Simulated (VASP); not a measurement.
Al: single point with PBE+D3(BJ)

The system is Al.

```xyz
1
Lattice="0.0000 2.0920 2.0920 2.0920 0.0000 2.0920 2.0920 2.0920 0.0000" Properties=species:S:1:pos:R:3 pbc="T T T"
Al    0.0000    0.0000    0.0000
```

```json
{"Program": "VASP 6.6.1", "Task": "single point", "Functional": "PBE", "Dispersion": "D3(BJ)", "Potentials or basis": "VASP PAW PBE potentials, release 64 (Al)", "Cutoff": "520 eV", "k mesh": "22 × 22 × 22", "Occupations": "gaussian, width 0.15 eV", "Spin": "no spin polarisation", "Dipole correction": "no", "Further INCAR settings": "ALGO = Normal; EDIFF = 1e-06; NBANDS = 8"}
```

The pressure is -9.2 GPa, the band gap on the k mesh is zero (an odd number of electrons rules out a gap without spin polarisation) and the dispersion energy per atom is -0.302 eV.

Levels at points of the mesh, in eV from the Fermi level:
```
           k point  band 1  band 2  band 3  band 4
(0.00, 0.00, 0.00)  -10.41   12.09   12.09   12.09
(0.50, 0.00, 0.00)   -4.22   -4.16   10.38   10.38
(0.50, 0.50, 0.00)   -2.64   -1.57    5.16    5.16
```

Run time: 15 s on 1 thread of Intel(R) Xeon(R) Platinum 8488C (Sapphire Rapids) (shared host), peak memory 0.17 GiB.

Caveat: the cell stands under tension.
